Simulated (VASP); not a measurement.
Input of a VASP 6.6.1 run:

The input INCAR:

```
SYSTEM = Zr2C3
PREC     = Accurate       ! precision mode
ENCUT    = 600            ! plane-wave cutoff, eV
EDIFF    = 1E-6           ! SCF threshold, eV
ISMEAR   = 0              ! smearing method
SIGMA    = 0.1            ! smearing width, eV
LREAL    = .FALSE.        ! projectors in reciprocal space
LASPH    = .TRUE.         ! aspherical terms in the spheres
NELM     = 120            ! most SCF steps
ALGO     = Normal         ! electronic algorithm
ISIF     = 2              ! what is computed and relaxed
LWAVE    = .FALSE.        ! write WAVECAR
LCHARG   = .FALSE.        ! write CHGCAR
GGA      = PE             ! functional
NBANDS   = 26             ! bands
GGA_COMPAT= .FALSE.
```

The input KPOINTS:

```
regular mesh
0
G
  4 4 4
  0 0 0
```

The input POSCAR:

```
Zr2C3
1.0
    4.4342940801      0.0000000000      0.0000000000
    0.0000000000      4.4342940801      0.0000000000
    0.0000000000      0.0000000000      3.0996371398
Zr C
2 3
Direct
    0.5000000000      0.0000000000      0.7176506245
    0.0000000000      0.5000000000      0.2823493755
    0.0000000000      0.0000000000      0.0000000000
    0.5000000000      0.5000000000      0.5000000000
    0.0000000000      0.0000000000      0.5000000000
```

Potentials or basis: VASP PAW PBE potentials, release 64 (Zr_sv, C).

Launch:

```sh
$ cat potpaw_PBE.64/Zr_sv/POTCAR potpaw_PBE.64/C/POTCAR > POTCAR
$ mpirun -np 1 vasp_std > vasp.out
```

Task: Estimate the pressure.

Result: 0.2 GPa.

Task: Estimate the band gap on the k mesh.

Result: Zero (band 18 reaches 9.75 eV, above the bottom of band 19 at 9.12 eV).

Forces on the atoms (eV/Å):
```
Zr   0.000  0.000  0.003
Zr   0.000  0.000 -0.003
C    0.000  0.000  0.000
C    0.000  0.000  0.000
C    0.000  0.000  0.000
```

Caveat: the k points lie up to 0.51 Å⁻¹ apart.
